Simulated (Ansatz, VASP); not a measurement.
# One calculation of HRh2, two programs

File INCAR:

```
SYSTEM = HRh2
ALGO = Normal
EDIFF = 1E-6
ENCUT = 520
GGA = PE
ISIF = 2
ISMEAR = -1
LASPH = .True.
LCHARG = .True.
LELF = .True.
LREAL = .False.
LVHAR = .True.
LWAVE = .False.
NBANDS = 22
NELM = 60
PREC = Accurate
SIGMA = 0.05
```

Contents of KPOINTS:

```
k-points
0
Gamma
  9 9 9
  0 0 0
```

The input POSCAR:

```
HRh2
1.0
    0.0000000000      2.5237958546      2.5237958546
    2.5237958546      0.0000000000      2.5237958546
    2.5237958546      2.5237958546      0.0000000000
H Rh
1 2
Direct
    0.0000000000      0.0000000000      0.0000000000
    0.2500000000      0.2500000000      0.2500000000
    0.7500000000      0.7500000000      0.7500000000
```

Contents of input.yaml:

```yaml
crystal:
  lattice:
    - [0.0, 2.5237958546, 2.5237958546]
    - [2.5237958546, 0.0, 2.5237958546]
    - [2.5237958546, 2.5237958546, 0.0]
  atoms:
    - { symbol: H, position: [0.0, 0.0, 0.0] }
    - { symbol: Rh, position: [0.25, 0.25, 0.25] }
    - { symbol: Rh, position: [0.75, 0.75, 0.75] }
hamiltonian:
  xc: pbe
  pseudopotentials: { kind: paw }
kpoints:
  mp_grid: { grid: [9, 9, 9] }
scf:
  occupations: { method: fermi_dirac, width: 0.05 }
output:
  forces: true
  stress: true
  eigenvalues: true
  write_density: true
  write_potential: true
  elf: true
  volumetric_format: npy
```

Alike in both runs: task single point; functional PBE; k mesh 9 × 9 × 9; occupations fermi-dirac, width 0.05 eV; no spin polarisation.

|  | VASP | Ansatz |
| --- | --- | --- |
| version | VASP 6.6.1 | Ansatz 0.2.0 |
| potentials or method | VASP PAW PBE potentials, release 64 (H, Rh_pv) | Ansatz PAW |
| plane-wave cutoff (eV) | 520 | 420 |
| valence electrons in the cell | 31 | 35 |

```tsv
	VASP	Ansatz	Ansatz less VASP
gap on the k mesh at the Fermi level (eV)	none	none	-
pressure (GPa)	14.0	14.0	-0.04
```

A gap of «none» marks a metal or a gap that the smearing closes. VASP's potentials hold 31 valence electrons a cell and Ansatz's 35, so a difference there can come from the potentials and not from the codes.
